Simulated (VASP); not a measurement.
# W5CO in VASP: single point with PBEsol

Aim: the single point of W5CO with PBEsol.

Everything below comes from runs of VASP 6.6.1. Logs are shortened: lines on timing, memory, paths and dates and some standing lists are left out, and cuts for length are marked.

## 1. The cell of the first run

The cell holds a slab with vacuum, 7 atoms: a = 3.154 Å, b = 3.154 Å, c = 26.459 Å, α = 90.00°, β = 90.00°, γ = 90.00°.

## 2. Single point, PBEsol

Contents of INCAR:

```
SYSTEM = W5CO
PREC = Accurate
ENCUT = 520
EDIFF = 1E-7
ISMEAR = 0
SIGMA = 0.1
LREAL = .False.
LASPH = .True.
NELM = 80
ALGO = Normal
ISIF = 2
LWAVE = .False.
LCHARG = .False.
LDIPOL = .True.
IDIPOL = 3
DIPOL = 0.5 0.5 0.497
GGA = PS
NBANDS = 49
```

Contents of KPOINTS:

```
regular mesh
0
Gamma
  9 9 1
  0 0 0
```

Contents of POSCAR:

```
W5CO
1.0
    3.1543602814      0.0000000000      0.0000000000
    0.0000000000      3.1543602814      0.0000000000
    0.0000000000      0.0000000000     26.4587205627
W C O
5 1 1
Direct
    0.5000000000      0.5000000000      0.3212551408
    0.0000000000      0.0000000000      0.3808642265
    0.5000000000      0.5000000000      0.4392136941
    0.0000000000      0.0000000000      0.5000791146
    0.5000000000      0.5000000000      0.5569665298
    0.0000000000      0.5000000000      0.6174618853
    0.0000000000      0.5000000000      0.6616754220
```

Potentials or basis: VASP PAW PBE potentials, release 64 (W_sv, C, O).

Run with:

```
$ cat potpaw_PBE.64/W_sv/POTCAR potpaw_PBE.64/C/POTCAR potpaw_PBE.64/O/POTCAR > POTCAR
$ mpirun -np 1 vasp_std > vasp.out
```

OUTCAR:

```text
SYSTEM = W5CO
   PREC = Accurate
   ENCUT = 520
   EDIFF = 1E-7
   ISMEAR = 0
   LREAL = .False.
   LASPH = .True.
   NELM = 80
   ISIF = 2
   GGA = PS

 ion  position               nearest neighbor table
   1  0.500  0.500  0.321-   2 2.73   2 2.73   2 2.73   2 2.73   3 3.12
   2  0.000  0.000  0.381-   3 2.71   3 2.71   3 2.71   3 2.71   1 2.73   1 2.73   1 2.73   1 2.73
                             4 3.15
   3  0.500  0.500  0.439-   2 2.71   2 2.71   2 2.71   2 2.71   4 2.75   4 2.75   4 2.75   4 2.75
                             5 3.12   1 3.12
   4  0.000  0.000  0.500-   5 2.69   5 2.69   5 2.69   5 2.69   3 2.75   3 2.75   3 2.75   3 2.75
                             2 3.15
   5  0.500  0.500  0.557-   6 2.25   6 2.25   4 2.69   4 2.69   4 2.69   4 2.69   3 3.12
   6  0.000  0.500  0.617-   7 1.17   5 2.25   5 2.25
   7  0.000  0.500  0.662-   6 1.17

  LATTYP: Found a simple tetragonal cell.
 ALAT       =     3.1543602814
 C/A-ratio  =     8.3879830464

  Lattice vectors:

 A1 = (   3.1543602814,   0.0000000000,   0.0000000000)
 A2 = (   0.0000000000,   3.1543602814,   0.0000000000)
 A3 = (   0.0000000000,   0.0000000000,  26.4587205627)

Analysis of symmetry for initial positions (statically):
=====================================================================
 Subroutine PRICEL returns:
 Original cell was already a primitive cell.

 Routine SETGRP: Setting up the symmetry group for a
 simple tetragonal supercell.

 Subroutine GETGRP returns: Found  4 space group operations
 (whereof  4 operations were pure point group operations)
 out of a pool of 16 trial point group operations.

The static configuration has the point symmetry C_2v.

Analysis of symmetry for dynamics (positions and initial velocities):
=====================================================================
 Subroutine PRICEL returns:
 Original cell was already a primitive cell.

 Routine SETGRP: Setting up the symmetry group for a
 simple tetragonal supercell.

 Subroutine GETGRP returns: Found  4 space group operations
 (whereof  4 operations were pure point group operations)
 out of a pool of 16 trial point group operations.

The dynamic configuration has the point symmetry C_2v.

 Subroutine INISYM returns: Found  4 space group operations
 (whereof  4 operations are pure point group operations),
 and found     1 'primitive' translations

----------------------------------------------------------------------------------------

                                     Primitive cell

  volume of cell :     263.2640

  direct lattice vectors                    reciprocal lattice vectors
     3.154360281  0.000000000  0.000000000     0.317021491  0.000000000  0.000000000
     0.000000000  3.154360281  0.000000000     0.000000000  0.317021491  0.000000000
     0.000000000  0.000000000 26.458720563     0.000000000  0.000000000  0.037794722

  length of vectors
     3.154360281  3.154360281 26.458720563     0.317021491  0.317021491  0.037794722

  position of ions in fractional coordinates (direct lattice)
     0.500000000  0.500000000  0.321255141
     0.000000000  0.000000000  0.380864227
     0.500000000  0.500000000  0.439213694
     0.000000000  0.000000000  0.500079115
     0.500000000  0.500000000  0.556966530
     0.000000000  0.500000000  0.617461885
     0.000000000  0.500000000  0.661675422

  ion indices of the primitive-cell ions
   primitive index   ion index
                 1           1
                 2           2
                 3           3
                 4           4
                 5           5
                 6           6
                 7           7

----------------------------------------------------------------------------------------

 KPOINTS: regular mesh

Automatic generation of k-mesh.
 Grid dimensions read from file:
 generate k-points for:    9    9    1

 Generating k-lattice:

  Cartesian coordinates                     Fractional coordinates (reciprocal lattice)
     0.035224610  0.000000000  0.000000000     0.111111111  0.000000000  0.000000000
     0.000000000  0.035224610  0.000000000     0.000000000  0.111111111  0.000000000
     0.000000000  0.000000000  0.037794722     0.000000000  0.000000000  1.000000000

  Length of vectors
     0.035224610  0.035224610  0.037794722

  Shift w.r.t. Gamma in fractional coordinates (k-lattice)
     0.000000000  0.000000000  0.000000000

 Subroutine IBZKPT returns following result:
 ===========================================

 Found     25 irreducible k-points:

 Following reciprocal coordinates:
            Coordinates               Weight
  0.000000  0.000000  0.000000      1.000000
  0.111111  0.000000  0.000000      2.000000
  0.000000  0.111111  0.000000      2.000000
  0.222222  0.000000  0.000000      2.000000
  0.000000  0.222222  0.000000      2.000000
  0.333333  0.000000  0.000000      2.000000
[... 16 lines left out ...]
  0.444444  0.333333  0.000000      4.000000
 -0.333333  0.444444  0.000000      4.000000
   k-points           NKPTS =     25   k-points in BZ     NKDIM =     25   number of bands    NBANDS=     49
   number of dos      NEDOS =    301   number of ions     NIONS =      7
   total plane-waves  NPLWV = 115200
   dimension x,y,z NGX =    24 NGY =   24 NGZ =  200
   dimension x,y,z NGXF=    48 NGYF=   48 NGZF=  400
   ions per type =               5   1   1
   NGX,Y,Z   is equivalent  to a cutoff of  12.65, 12.65, 12.57 a.u.
   NGXF,Y,Z  is equivalent  to a cutoff of  25.30, 25.30, 25.13 a.u.
 SYSTEM =  W5CO
   PREC   = accura    normal or accurate (medium, high low for compatibility)
   ISTART =      0    job   : 0-new  1-cont  2-samecut
   ICHARG =      2    charge: 1-file 2-atom 10-const
   ISPIN  =      1    spin polarized calculation?
   LNONCOLLINEAR =      F non collinear calculations
   LSORBIT =      F    spin-orbit coupling
   LASPH  =      T    aspherical Exc in radial PAW
   ENCUT  =  520.0 eV  38.22 Ry    6.18 a.u.   5.87  5.87 49.20*2*pi/ulx,y,z
   NELM   =     80;   NELMIN=  2; NELMDL= -5     # of ELM steps
   EDIFF  = 0.1E-06   stopping-criterion for ELM
   LREAL  =      F    real-space projection
   EDIFFG = 0.1E-05   stopping-criterion for IOM
   NSW    =      0    number of steps for IOM
   IBRION =     -1    ionic relax: 0-MD 1-quasi-New 2-CG
   NFREE  =      0    steps in history (QN), initial steepest desc. (CG)
   ISIF   =      2    stress and relaxation
   ISYM   =      2    0-nonsym 1-usesym 2-fastsym
   POTIM  = 0.5000    time-step for ionic-motion
   TEBEG  =    0.0;   TEEND  =   0.0 temperature during run
   PSTRESS=    0.0 pullay stress
   NELECT =      80.0000    total number of electrons
   NUPDOWN=      -1.0000    fix difference up-down
   EMIN   =  10.00;   EMAX   =-10.00  energy-range for DOS
   EFERMI =   0.00;   METHOD = LEGACY
   ISMEAR =     0;   SIGMA  =   0.10  broadening in eV -4-tet -1-fermi 0-gaus
   EFERMI_NEDOS =   21; number of points for ismear=-14 and -15
   IALGO  =     38    algorithm
   IMIX   =      4    mixing-type and parameters
     AMIX     =   0.40;   BMIX     =  1.00
     AMIX_MAG =   1.60;   BMIX_MAG =  1.00
  volume/ion in A,a.u.               =      37.61       253.80
  Fermi-wavevector in a.u.,A,eV,Ry     =   1.100629  2.079888 16.481887  1.211385
  Thomas-Fermi vector in A             =   2.237043
   LORBIT       =      0    0 simple, 1 ext, 2 COOP (PROOUT), +10 PAW based schemes
   GGA     = PS    functional components
   LHFCALC =     F    Hartree Fock is set to
   AEXX    =    0.0000 exact exchange contribution
   IVDW    =     0    specifies the selected vdW correction
   LEPSILON=     F    determine dielectric tensor
   LRPA    =     F    only Hartree local field effects (RPA)
 non-spin polarized calculation
 Gauss-broadening in eV      SIGMA  =   0.10
  energy-cutoff  :      520.00
  volume of cell :      263.26
 maximum number of plane-waves:      7152
   NGX = 11   NGY = 11   NGZ = 99

 dipolmoment           0.000000      0.000000     -0.012650 electrons x Angstroem

 number of electron      80.0000001 magnetization

 dipolmoment           0.000000      0.000000      0.108278 electrons x Angstroem

 Free energy of the ion-electron system (eV)
  ---------------------------------------------------
  ext. energy  EPLUGINS =         0.00000000
  ---------------------------------------------------
  free energy    TOTEN  =       -80.54348144 eV

  energy without entropy =      -80.50058807  energy(sigma->0) =      -80.52203475

 E-fermi :   0.2242     XC(G=0):  -5.6761

 val. band max:        0.2222118423   @ k =   0.4444   0.1111   0.0000
 cond. band min:       0.2249598533   @ k =  -0.1111   0.3333   0.0000
 fundamental gap:      0.0027480110
 Fermi energy:         0.2242239710

 k-point     1 :       0.0000    0.0000    0.0000
  band No.  band energies     occupation
      1     -73.8483      2.00000
      2     -73.7754      2.00000
      3     -73.6202      2.00000
      4     -73.5511      2.00000
      5     -73.4717      2.00000
      6     -38.2884      2.00000
[... 41 lines left out ...]
     48       2.9545      0.00000
     49       3.3962      0.00000

 k-point     2 :       0.1111    0.0000    0.0000
  band No.  band energies     occupation
      1     -73.8435      2.00000
      2     -73.7734      2.00000
      3     -73.6154      2.00000
      4     -73.5535      2.00000
      5     -73.4756      2.00000
      6     -38.3290      2.00000
[... 41 lines left out ...]
     48       2.6880      0.00000
     49       2.7558      0.00000

 k-point     3 :       0.0000    0.1111    0.0000
  band No.  band energies     occupation
      1     -73.8435      2.00000
      2     -73.7734      2.00000
      3     -73.6154      2.00000
      4     -73.5535      2.00000
      5     -73.4756      2.00000
      6     -38.3303      2.00000
[... 1081 lines left out ...]
     48       3.3791      0.00000
     49       3.5651      0.00000

 k-point    24 :      -0.3333    0.4444    0.0000
  band No.  band energies     occupation
      1     -73.7995      2.00000
      2     -73.7485      2.00000
      3     -73.5686      2.00000
      4     -73.5486      2.00000
      5     -73.5223      2.00000
      6     -38.5479      2.00000
[... 41 lines left out ...]
     48       3.3744      0.00000
     49       3.4451      0.00000

 [... further k-points ...]

------------------------ aborting loop because EDIFF is reached ----------------------------------------

 vacuum level on the upper side and lower side of the slab       (xc-potential included)         0.950        -0.970

  FORCE on cell =-STRESS in cart. coord.  units (eV):
  Direction    XX          YY          ZZ          XY          YZ          ZX
  --------------------------------------------------------------------------------------
  -------------------------------------------------------------------------------------
  Total       -9.3459533     -5.6004965     -1.3331765      0.0000000      0.0000000      0.0000000
  in kB      -56.8777956    -34.0836176     -8.1134729      0.0000000      0.0000000      0.0000000
  external PRESSURE =     -33.0249620 kB  Pullay stress =       0.0000000 kB

 VOLUME and BASIS-vectors are now :
 -----------------------------------------------------------------------------
  energy-cutoff  :      520.00
  volume of cell :      263.26
      direct lattice vectors                 reciprocal lattice vectors
     3.154360281  0.000000000  0.000000000     0.317021491  0.000000000  0.000000000
     0.000000000  3.154360281  0.000000000     0.000000000  0.317021491  0.000000000
     0.000000000  0.000000000 26.458720563     0.000000000  0.000000000  0.037794722

 POSITION                                       TOTAL-FORCE (eV/Angst)
 -----------------------------------------------------------------------------------
      1.57718      1.57718      8.50000         0.000000      0.000000      1.476403
      0.00000      0.00000     10.07718         0.000000      0.000000     -1.500691
      1.57718      1.57718     11.62103         0.000000      0.000000     -0.007448
      0.00000      0.00000     13.23145         0.000000      0.000000     -0.022892
      1.57718      1.57718     14.73662         0.000000      0.000000      0.045754
      0.00000      1.57718     16.33725         0.000000      0.000000     -0.763197
      0.00000      1.57718     17.50709         0.000000      0.000000      0.772071
 -----------------------------------------------------------------------------------
    total drift:                                0.000000      0.000000     -0.000448

  FREE ENERGIE OF THE ION-ELECTRON SYSTEM (eV)
  ---------------------------------------------------
  free  energy   TOTEN  =       -80.5434814386 eV

  energy  without entropy=      -80.5005880712  energy(sigma->0) =      -80.52203475

 vacuum level on the upper side and lower side of the slab         6.575         4.602
```

It took 9.6 min on 1 thread of Intel Xeon Platinum 8488C (Sapphire Rapids), shared host; peak memory 0.49 GiB.

Results:

* Free energy: -80.5435 eV
* Largest force: 1.501 eV/Å
* Band gap on the k mesh: zero (bands 40 and 41 overlap by 1.51 eV)

Forces in eV/Å, atoms in the order of the input:
```
W    0.000  0.000  1.476
W    0.000  0.000 -1.501
W    0.000  0.000 -0.007
W    0.000  0.000 -0.023
W    0.000  0.000  0.046
C    0.000  0.000 -0.763
O    0.000  0.000  0.772
```

Caveat: the PAW data sets were made with another functional, which shifts forces and pressure a little; spin-orbit coupling is left out, which moves the levels of the heavy elements.
